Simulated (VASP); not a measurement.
Set up this calculation in VASP 6.6.1, as the native input.

```yaml
Task: single point
Functional: PBE
Potentials_or_basis: VASP PAW PBE potentials, release 64 (Al)
Cutoff: 520 eV
k_mesh: 18 × 18 × 18
Occupations: fermi-dirac, width 0.05 eV
Spin: no spin polarisation
Dipole_correction: no
Further_INCAR_settings: ALGO = Normal; EDIFF = 1e-06; NBANDS = 8
```

The structure of Al lies in POSCAR:

```
Al
1.0
    0.0000000000      1.7941631512      1.7941631512
    1.7941631512      0.0000000000      1.7941631512
    1.7941631512      1.7941631512      0.0000000000
Al
1
Direct
    0.0000000000      0.0000000000      0.0000000000
```

This cell differs from its parent crystal: volume scaled by 0.7.

The input as run:

INCAR

```
  PREC = Accurate
  ENCUT = 520
  EDIFF = 1E-6
  ISMEAR = -1
  SIGMA = 0.05
  LREAL = False
  LASPH = True
  NELM = 100
  ALGO = Normal
  ISIF = 2
  LWAVE = False
  LCHARG = True
  GGA = PE
  LELF = True
  LVHAR = True
  NBANDS = 8
```

KPOINTS

```
regular mesh
0
Gamma
  18 18 18
```

Potentials or basis: VASP PAW PBE potentials, release 64 (Al).

Launch:

```console
$ cat potpaw_PBE.64/Al/POTCAR > POTCAR
$ mpirun -np 1 vasp_std > vasp.out
```

Results of the run:

* Pressure: 60.7 GPa

It took 18 s on 1 thread of AMD EPYC 7R43 64-Core Processor (Zen 3) (shared host), peak memory 0.09 GiB.
